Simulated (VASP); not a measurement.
# Mo: electric field gradients with PBE

Mo:

```
Mo
1.0
    -1.54049    1.54049    1.63384
     1.54049   -1.54049    1.63384
     1.54049    1.54049   -1.63384
Mo
1
Direct
  0.00000 0.00000 0.00000
```

This cell differs from its parent crystal: z stretched by +4 % at fixed volume.

- Program: VASP 6.6.1
- Task: electric field gradients
- Functional: PBE
- Potentials or basis: VASP PAW PBE potentials, release 64 (Mo_sv)
- Cutoff: 520 eV
- k mesh: 16 × 16 × 16
- Occupations: fermi-dirac, width 0.05 eV
- Spin: no spin polarisation
- Dipole correction: no
- Further INCAR settings: ALGO = Normal; EDIFF = 1e-08; NBANDS = 13

```
Pressure                                : 5.7 GPa
Band gap on the k mesh                  : zero (bands 7 and 8 overlap by 4.91 eV)
Largest electric field gradient by atom : Mo +27.1 V/Å²
```

Stress tensor (GPa, compression positive):
```
11.64  0.00  0.00
 0.00 11.64  0.00
 0.00  0.00 -6.14
```

Levels at points of the mesh, in eV from the Fermi level:
```csv
k point,band 5,band 6,band 7,band 8,band 9,band 10
"(0.00, 0.00, 0.00)",-7.27,-1.56,-1.56,-0.91,1.21,2.05
"(0.50, 0.00, 0.00)",-5.34,-3.18,1.21,1.51,2.42,4.71
"(0.50, 0.50, 0.00)",-5.43,-3.89,1.98,2.27,2.64,4.88
"(0.50, 0.50, 0.50)",-5.57,-5.42,3.89,4.10,4.10,8.12
```

Electric field gradients, principal values (V/Å²):
```csv
atom,least,middle,greatest (by size)
1 Mo,-13.561,-13.562,27.123
```

It took 24 s on 1 thread of Intel(R) Xeon(R) 6975P-C (Granite Rapids), with other jobs on the host, peak memory 0.17 GiB.

Caveat: the cell stands under pressure; without QUAD_EFG the Cq values of the log hold for a quadrupole moment of 1 mb, not for the nuclei.
